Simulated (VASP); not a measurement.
Crystal: Te2Mo.

```
CELL_PARAMETERS angstrom
3.51820 0.00000 0.00000
-1.75910 3.04685 0.00000
0.00000 0.00000 13.97360
ATOMIC_POSITIONS crystal
Te 0.33333 0.66667 0.62100
Te 0.66667 0.33333 0.12100
Te 0.33333 0.66667 0.87900
Te 0.66667 0.33333 0.37900
Mo 0.33333 0.66667 0.25000
Mo 0.66667 0.33333 0.75000
```

Base run:

| Quantity | Value |
| --- | --- |
| Program | VASP 6.6.1 |
| Functional | PBEsol |
| Potentials or basis | VASP PAW PBE potentials, release 64 (Te, Mo_sv) |
| Cutoff | 520 eV |
| k mesh | 7 × 7 × 2 |
| Occupations | methfessel-paxton, width 0.1 eV |
| Spin | no spin polarisation |

Its results: band gap on the k mesh 0.81 eV, indirect (least direct gap 1.25 eV); pressure -1.0 GPa; largest force 0.061 eV/Å.

Question: The run is repeated on the same cell with these changes: k mesh from 7 × 7 × 2 to 9 × 9 × 2; further incar settings from ALGO = Normal; EDIFF = 1e-07; NBANDS = 35 to ALGO = Normal; EDIFF = 1e-06; NBANDS = 35. What comes out?

Answer: Band gap on the k mesh 0.75 eV, indirect (least direct gap 1.04 eV); pressure -1.0 GPa; largest force 0.062 eV/Å.

Caveats: the PAW data sets were made with another functional, which shifts forces and pressure a little; spin-orbit coupling is left out, which moves the levels of the heavy elements; this functional lacks dispersion, which binds the layers, so the pressure and a relaxed spacing across them are unreliable.

A k mesh can miss the band edges.
